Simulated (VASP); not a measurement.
# Mg3Sb2 (P-3m1) in VASP: single point with PBEsol

Aim: the single point of Mg3Sb2 with PBEsol.

All numbers are computed with VASP 6.6.1; they aren't measurements. Logs are shortened: lines on timing, memory, paths and dates and some standing lists are left out, and cuts for length are marked.

### Step 1. The cell of the first run

Symmetry: P-3m1, No. 164, trigonal system. The conventional cell has a = 4.582 Å, b = 4.582 Å, c = 7.244 Å, α = 90.00°, β = 90.00°, γ = 120.00°. Within 3.8 Å of Mg (site symmetry 3m) lie 4 Sb at 2.82 to 2.86 Å and 6 Mg at 3.25 to 3.77 Å. Mg (site symmetry -3m) has 6 Sb at 3.15 Å and 6 Mg at 3.77 Å within 4.1 Å. Within 3.7 Å of Sb (site symmetry 3m) lie 7 Mg at 2.82 to 3.15 Å.

### Step 2. Single point, PBEsol

Contents of INCAR:

```
PREC = Accurate ; ENCUT = 600
EDIFF = 1E-6 ; ISMEAR = 0
SIGMA = 0.01 ; LREAL = False
LASPH = True ; NELM = 120
ALGO = Normal ; ISIF = 2
LWAVE = False ; LCHARG = False
GGA = PS ; NBANDS = 16
GGA_COMPAT = False
```

Contents of KPOINTS:

```
regular mesh
0
Gamma
  3 3 2
```

Contents of POSCAR:

```
Mg3Sb2
1.0
    4.5820000000      0.0000000000      0.0000000000
   -2.2910000000      3.9681280000      0.0000000000
    0.0000000000      0.0000000000      7.2440000000
Mg Sb
3 2
Direct
    0.3333333333      0.6666666667      0.6300000000
    0.6666666667      0.3333333333      0.3700000000
    0.0000000000      0.0000000000      0.0000000000
    0.3333333333      0.6666666667      0.2350000000
    0.6666666667      0.3333333333      0.7650000000
```

Potentials or basis: VASP PAW PBE potentials, release 64 (Mg, Sb).

Launch:

```console
$ cat potpaw_PBE.64/Mg/POTCAR potpaw_PBE.64/Sb/POTCAR > POTCAR
$ mpirun -np 1 vasp_std > vasp.out
```

OUTCAR:

```text
PREC = Accurate
   ENCUT = 600
   EDIFF = 1E-6
   ISMEAR = 0
   LREAL = False
   LASPH = True
   NELM = 120
   ISIF = 2
   GGA = PS

 ion  position               nearest neighbor table
   1  0.333  0.667  0.630-   5 2.82   5 2.82   5 2.82   4 2.86   2 3.25   2 3.25   2 3.25
   2  0.667  0.333  0.370-   4 2.82   4 2.82   4 2.82   5 2.86   1 3.25   1 3.25   1 3.25
   3  0.000  0.000  0.000-   4 3.15   5 3.15   5 3.15   4 3.15   5 3.15   4 3.15
   4  0.333  0.667  0.235-   2 2.82   2 2.82   2 2.82   1 2.86   3 3.15   3 3.15   3 3.15
   5  0.667  0.333  0.765-   1 2.82   1 2.82   1 2.82   2 2.86   3 3.15   3 3.15   3 3.15

  LATTYP: Found a hexagonal cell.
 ALAT       =     4.5820000000
 C/A-ratio  =     1.5809690092

  Lattice vectors:

 A1 = (   4.5820000000,   0.0000000000,   0.0000000000)
 A2 = (  -2.2910000000,   3.9681280000,   0.0000000000)
 A3 = (   0.0000000000,   0.0000000000,   7.2440000000)

Analysis of symmetry for initial positions (statically):
=====================================================================
 Subroutine PRICEL returns:
 Original cell was already a primitive cell.

 Routine SETGRP: Setting up the symmetry group for a
 hexagonal supercell.

 Subroutine GETGRP returns: Found 12 space group operations
 (whereof 12 operations were pure point group operations)
 out of a pool of 24 trial point group operations.

The static configuration has the point symmetry D_3d.

Analysis of symmetry for dynamics (positions and initial velocities):
=====================================================================
 Subroutine PRICEL returns:
 Original cell was already a primitive cell.

 Routine SETGRP: Setting up the symmetry group for a
 hexagonal supercell.

 Subroutine GETGRP returns: Found 12 space group operations
 (whereof 12 operations were pure point group operations)
 out of a pool of 24 trial point group operations.

The dynamic configuration has the point symmetry D_3d.

 Subroutine INISYM returns: Found 12 space group operations
 (whereof 12 operations are pure point group operations),
 and found     1 'primitive' translations

----------------------------------------------------------------------------------------

                                     Primitive cell

  volume of cell :     131.7101

  direct lattice vectors                    reciprocal lattice vectors
     4.582000000  0.000000000  0.000000000     0.218245308  0.126004000  0.000000000
    -2.291000000  3.968128000  0.000000000     0.000000000  0.252008000  0.000000000
     0.000000000  0.000000000  7.244000000     0.000000000  0.000000000  0.138045279

  length of vectors
     4.582000000  4.581999653  7.244000000     0.252007981  0.252008000  0.138045279

  position of ions in fractional coordinates (direct lattice)
     0.333333333  0.666666667  0.630000000
     0.666666667  0.333333333  0.370000000
     0.000000000  0.000000000  0.000000000
     0.333333333  0.666666667  0.235000000
     0.666666667  0.333333333  0.765000000

  ion indices of the primitive-cell ions
   primitive index   ion index
                 1           1
                 2           2
                 3           3
                 4           4
                 5           5

----------------------------------------------------------------------------------------

 KPOINTS: regular mesh

Automatic generation of k-mesh.
 Grid dimensions read from file:
 generate k-points for:    3    3    2

 Generating k-lattice:

  Cartesian coordinates                     Fractional coordinates (reciprocal lattice)
     0.072748436  0.042001333  0.000000000     0.333333333  0.000000000  0.000000000
     0.000000000  0.084002667  0.000000000     0.000000000  0.333333333  0.000000000
     0.000000000  0.000000000  0.069022639     0.000000000  0.000000000  0.500000000

  Length of vectors
     0.084002660  0.084002667  0.069022639

  Shift w.r.t. Gamma in fractional coordinates (k-lattice)
     0.000000000  0.000000000  0.000000000

 Subroutine IBZKPT returns following result:
 ===========================================

 Found      6 irreducible k-points:

 Following reciprocal coordinates:
            Coordinates               Weight
  0.000000  0.000000  0.000000      1.000000
  0.333333  0.000000  0.000000      6.000000
  0.333333  0.333333  0.000000      2.000000
  0.000000  0.000000  0.500000      1.000000
  0.333333  0.000000  0.500000      6.000000
  0.333333  0.333333  0.500000      2.000000
   k-points           NKPTS =      6   k-points in BZ     NKDIM =      6   number of bands    NBANDS=     16
   number of dos      NEDOS =    301   number of ions     NIONS =      5
   total plane-waves  NPLWV =  96000
   dimension x,y,z NGX =    40 NGY =   40 NGZ =   60
   dimension x,y,z NGXF=    80 NGYF=   80 NGZF=  120
   ions per type =               3   2
   NGX,Y,Z   is equivalent  to a cutoff of  14.51, 14.51, 13.77 a.u.
   NGXF,Y,Z  is equivalent  to a cutoff of  29.03, 29.03, 27.54 a.u.
 SYSTEM =  unknown system
   PREC   = accura    normal or accurate (medium, high low for compatibility)
   ISTART =      0    job   : 0-new  1-cont  2-samecut
   ICHARG =      2    charge: 1-file 2-atom 10-const
   ISPIN  =      1    spin polarized calculation?
   LNONCOLLINEAR =      F non collinear calculations
   LSORBIT =      F    spin-orbit coupling
   LASPH  =      T    aspherical Exc in radial PAW
   ENCUT  =  600.0 eV  44.10 Ry    6.64 a.u.   9.15  9.15 14.47*2*pi/ulx,y,z
   NELM   =    120;   NELMIN=  2; NELMDL= -5     # of ELM steps
   EDIFF  = 0.1E-05   stopping-criterion for ELM
   LREAL  =      F    real-space projection
   EDIFFG = 0.1E-04   stopping-criterion for IOM
   NSW    =      0    number of steps for IOM
   IBRION =     -1    ionic relax: 0-MD 1-quasi-New 2-CG
   NFREE  =      0    steps in history (QN), initial steepest desc. (CG)
   ISIF   =      2    stress and relaxation
   ISYM   =      2    0-nonsym 1-usesym 2-fastsym
   POTIM  = 0.5000    time-step for ionic-motion
   TEBEG  =    0.0;   TEEND  =   0.0 temperature during run
   PSTRESS=    0.0 pullay stress
   NELECT =      16.0000    total number of electrons
   NUPDOWN=      -1.0000    fix difference up-down
   EMIN   =  10.00;   EMAX   =-10.00  energy-range for DOS
   EFERMI =   0.00;   METHOD = LEGACY
   ISMEAR =     0;   SIGMA  =   0.01  broadening in eV -4-tet -1-fermi 0-gaus
   EFERMI_NEDOS =   21; number of points for ismear=-14 and -15
   IALGO  =     38    algorithm
   IMIX   =      4    mixing-type and parameters
     AMIX     =   0.40;   BMIX     =  1.00
     AMIX_MAG =   1.60;   BMIX_MAG =  1.00
  volume/ion in A,a.u.               =      26.34       177.76
  Fermi-wavevector in a.u.,A,eV,Ry     =   0.810790  1.532171  8.944205  0.657381
  Thomas-Fermi vector in A             =   1.920030
   LORBIT       =      0    0 simple, 1 ext, 2 COOP (PROOUT), +10 PAW based schemes
   GGA     = PS    functional components
   LHFCALC =     F    Hartree Fock is set to
   AEXX    =    0.0000 exact exchange contribution
   IVDW    =     0    specifies the selected vdW correction
   LEPSILON=     F    determine dielectric tensor
   LRPA    =     F    only Hartree local field effects (RPA)
 non-spin polarized calculation
 Gauss-broadening in eV      SIGMA  =   0.01
  energy-cutoff  :      600.00
  volume of cell :      131.71
 maximum number of plane-waves:      4414
 NGX is ok and might be reduce to    40
   NGX = 19   NGY = 19   NGZ = 29

 number of electron      16.0000000 magnetization

 Free energy of the ion-electron system (eV)
  ---------------------------------------------------
  ext. energy  EPLUGINS =         0.00000000
  ---------------------------------------------------
  free energy    TOTEN  =       -15.69611115 eV

  energy without entropy =      -15.69611115  energy(sigma->0) =      -15.69611115

 E-fermi :   4.3390     XC(G=0):  -8.8471

 val. band max:        4.2953911232   @ k =   0.0000   0.0000   0.0000
 cond. band min:       4.4959853765   @ k =   0.3333   0.3333   0.0000
 fundamental gap:      0.2005942534
 Fermi energy:         4.3390266084

 k-point     1 :       0.0000    0.0000    0.0000
  band No.  band energies     occupation
      1      -5.9258      2.00000
      2      -4.6998      2.00000
      3      -0.5757      2.00000
      4       3.2603      2.00000
      5       3.2603      2.00000
      6       3.9815      2.00000
[... 8 lines left out ...]
     15       8.4234      0.00000
     16       9.3644      0.00000

 k-point     2 :       0.3333    0.0000    0.0000
  band No.  band energies     occupation
      1      -5.2484      2.00000
      2      -4.4075      2.00000
      3       0.2015      2.00000
      4       0.4601      2.00000
      5       1.2153      2.00000
      6       2.2758      2.00000
[... 8 lines left out ...]
     15       9.7190      0.00000
     16       9.8872      0.00000

 k-point     3 :       0.3333    0.3333    0.0000
  band No.  band energies     occupation
      1      -4.5248      2.00000
      2      -4.5248      2.00000
      3       0.0304      2.00000
      4       0.7527      2.00000
      5       0.7527      2.00000
      6       1.7941      2.00000
[... 8 lines left out ...]
     15       9.8480      0.00000
     16       9.9493      0.00000

 k-point     4 :       0.0000    0.0000    0.5000
  band No.  band energies     occupation
      1      -5.4386      2.00000
      2      -5.4180      2.00000
      3       1.2641      2.00000
      4       1.3216      2.00000
      5       3.5264      2.00000
      6       3.5264      2.00000
[... 8 lines left out ...]
     15       8.1020      0.00000
     16       8.8783      0.00000

 k-point     5 :       0.3333    0.0000    0.5000
  band No.  band energies     occupation
      1      -4.8787      2.00000
      2      -4.8642      2.00000
      3       0.0788      2.00000
      4       0.3291      2.00000
      5       2.3745      2.00000
      6       2.7074      2.00000
[... 8 lines left out ...]
     15       9.9859      0.00000
     16      10.2925      0.00000

 k-point     6 :       0.3333    0.3333    0.5000
  band No.  band energies     occupation
      1      -4.4999      2.00000
      2      -4.4999      2.00000
      3       0.0559      2.00000
      4       0.0559      2.00000
      5       0.4410      2.00000
      6       0.9427      2.00000
[... 8 lines left out ...]
     15       9.4901      0.00000
     16       9.8953      0.00000

------------------------ aborting loop because EDIFF is reached ----------------------------------------

  FORCE on cell =-STRESS in cart. coord.  units (eV):
  Direction    XX          YY          ZZ          XY          YZ          ZX
  --------------------------------------------------------------------------------------
  -------------------------------------------------------------------------------------
  Total        0.1598078      0.1598078     -0.6361885      0.0000000      0.0000000     -0.0000000
  in kB        1.9439693      1.9439689     -7.7388636      0.0000000      0.0000000     -0.0000000
  external PRESSURE =      -1.2836418 kB  Pullay stress =       0.0000000 kB

 VOLUME and BASIS-vectors are now :
 -----------------------------------------------------------------------------
  energy-cutoff  :      600.00
  volume of cell :      131.71
      direct lattice vectors                 reciprocal lattice vectors
     4.582000000  0.000000000  0.000000000     0.218245308  0.126004000  0.000000000
    -2.291000000  3.968128000  0.000000000     0.000000000  0.252008000  0.000000000
     0.000000000  0.000000000  7.244000000     0.000000000  0.000000000  0.138045279

 POSITION                                       TOTAL-FORCE (eV/Angst)
 -----------------------------------------------------------------------------------
     -0.00000      2.64542      4.56372        -0.000000     -0.000000      0.170273
      2.29100      1.32271      2.68028         0.000000     -0.000000     -0.170273
      0.00000      0.00000      0.00000        -0.000000      0.000000      0.000000
     -0.00000      2.64542      1.70234        -0.000000      0.000000     -0.383561
      2.29100      1.32271      5.54166        -0.000000      0.000000      0.383561
 -----------------------------------------------------------------------------------
    total drift:                                0.000000     -0.000000     -0.000000

  FREE ENERGIE OF THE ION-ELECTRON SYSTEM (eV)
  ---------------------------------------------------
  free  energy   TOTEN  =       -15.6961111536 eV

  energy  without entropy=      -15.6961111536  energy(sigma->0) =      -15.69611115
```

Run time: 38 s. Hardware: 1 thread of Intel Xeon Platinum 8259CL at 2.50GHz (Skylake/Cascade Lake), shared host; peak memory 0.29 GiB.

Results:

```yaml
Free_energy: -15.6961 eV
Pressure: -0.1 GPa
Largest_force: 0.384 eV/Å
Band_gap_on_the_k_mesh: 0.20 eV (least direct gap 1.10 eV)
```

Forces on the atoms (eV/Å):
```
Mg   0.000  0.000  0.170
Mg   0.000  0.000 -0.170
Mg   0.000  0.000  0.000
Sb   0.000  0.000 -0.384
Sb   0.000  0.000  0.384
```

Stress tensor (GPa, compression positive):
```
 0.19  0.00  0.00
 0.00  0.19  0.00
 0.00  0.00 -0.77
```

Caveat: the k points lie up to 0.53 Å⁻¹ apart; semilocal functionals underestimate gaps, and a narrow one can read as zero; the PAW data sets were made with another functional, which shifts forces and pressure a little; spin-orbit coupling is left out, which moves the levels of the heavy elements. A k mesh can miss the band edges.
